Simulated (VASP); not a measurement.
The system is Pt.

```
Pt
1.0
     0.00000    1.96090    1.96090
     1.96090    0.00000    1.96090
     1.96090    1.96090    0.00000
Pt
1
Direct
  0.00000 0.00000 0.00000
```

| Item | Value |
| --- | --- |
| Program | VASP 6.6.1 |
| Task | relaxation of volume and atoms at fixed shape |
| Functional | r2SCAN |
| Potentials or basis | VASP PAW PBE potentials, release 64 (Pt) |
| Cutoff | 550 eV |
| k mesh | 8 × 8 × 8 |
| Occupations | methfessel-paxton, width 0.1 eV |
| Spin | no spin polarisation |

At the start: pressure 3.9 GPa; volume 15.08 Å³/atom.

**Question.** Where does the relaxation end?

**Answer.** Over 3 steps the energy falls by 2.4 meV/atom and the volume is 15.28 Å³/atom (+1.3 %); space group Fm-3m (No. 225, to 0.1 Å) before and after.

The path:
| step | energy change (eV) | largest force (eV/Å) | pressure (GPa) | volume (Å³) |
| --- | --- | --- | --- | --- |
| 1 | 0.0000 | 0.0000 | 3.88 | 15.08 |
| 2 | 0.0169 | 0.0000 | -9.52 | 15.89 |
| 3 | -0.0024 | 0.0000 | 0.02 | 15.28 |

Final structure:
```
Pt
1.0
     0.00000    1.96966    1.96966
     1.96966    0.00000    1.96966
     1.96966    1.96966    0.00000
Pt
1
Cartesian
  0.0000 0.0000 0.0000
```

Caveat: the PAW data sets were made with another functional, which shifts forces and pressure a little.
